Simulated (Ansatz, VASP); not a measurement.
## Mg in VASP and in Ansatz

File INCAR:

```
PREC = Accurate
ENCUT = 520
EDIFF = 1E-7
ISMEAR = -1
SIGMA = 0.08
LREAL = F
LASPH = T
NELM = 80
ALGO = Normal
ISIF = 2
LWAVE = F
LCHARG = F
GGA = PS
NBANDS = 9
```

Contents of KPOINTS:

```
Automatic mesh
0
Gamma
  12 12 7
```

The input POSCAR:

```
Mg
1.0
    3.2092715325      0.0320927153      0.0320927153
   -1.5768426594      2.7632643171      0.0117467491
    0.0521033000      0.0521033000      5.2103300000
Mg
2
Direct
    0.3333333333      0.6666666667      0.2500000000
    0.6666666667      0.3333333333      0.7500000000
```

Input for Ansatz:

```yaml
crystal:
  lattice:
    - [3.2092715325, 0.0320927153, 0.0320927153]
    - [-1.5768426594, 2.7632643171, 0.0117467491]
    - [0.0521033, 0.0521033, 5.21033]
  atoms:
    - { symbol: Mg, position: [0.3333333333, 0.6666666667, 0.25] }
    - { symbol: Mg, position: [0.6666666667, 0.3333333333, 0.75] }
kpoints:
  mp_grid: { grid: [12, 12, 7] }
  band_path:
    path:
      - [0.0, 0.0, 0.0]
      - [0.0, -0.5, 0.0]
      - [0.0, 0.0, 0.5]
      - [0.0, 0.0, 0.0]
      - [-0.5, 0.0, 0.0]
      - [-0.5, 0.5, -0.5]
      - [0.0, 0.0, 0.0]
      - [-0.5, 0.0, -0.5]
      - [-0.5, 0.5, 0.0]
    npoints: 5
scf:
  occupations: { method: fermi_dirac, width: 0.08 }
hamiltonian:
  xc: pbesol
  pseudopotentials: { kind: all_electron, lapw: { basis_error: 0.0005 } }
output:
  forces: true
  stress: true
  eigenvalues: true
```

Change from the starting cell: equal xy, yz and zx shear strains of +2 %.

Alike in both runs: task single point; functional PBEsol; k mesh 12 × 12 × 7; occupations fermi-dirac, width 0.08 eV; no spin polarisation.

```csv
,VASP,Ansatz
version,VASP 6.6.1,Ansatz 0.2.0
potentials or method,"VASP PAW PBE potentials, release 64 (Mg), cutoff 520 eV","all-electron LAPW, scalar-relativistic"
```

|  | VASP | Ansatz | Ansatz less VASP |
| --- | --- | --- | --- |
| pressure (GPa) | -1.1 | -1.1 | +0.04 |
| traceless stress, the component that is largest in VASP (GPa) | -0.44 | -0.44 | +0.002 |
| rms of the force components (eV/Å) | 0.007 | 0.007 | 0.0000 |

VASP's potentials were made for PBE, not for PBEsol. Atom by atom the forces differ by 0.000 eV/Å (rms over components). Ansatz ran all-electron here, and VASP with PAW potentials.
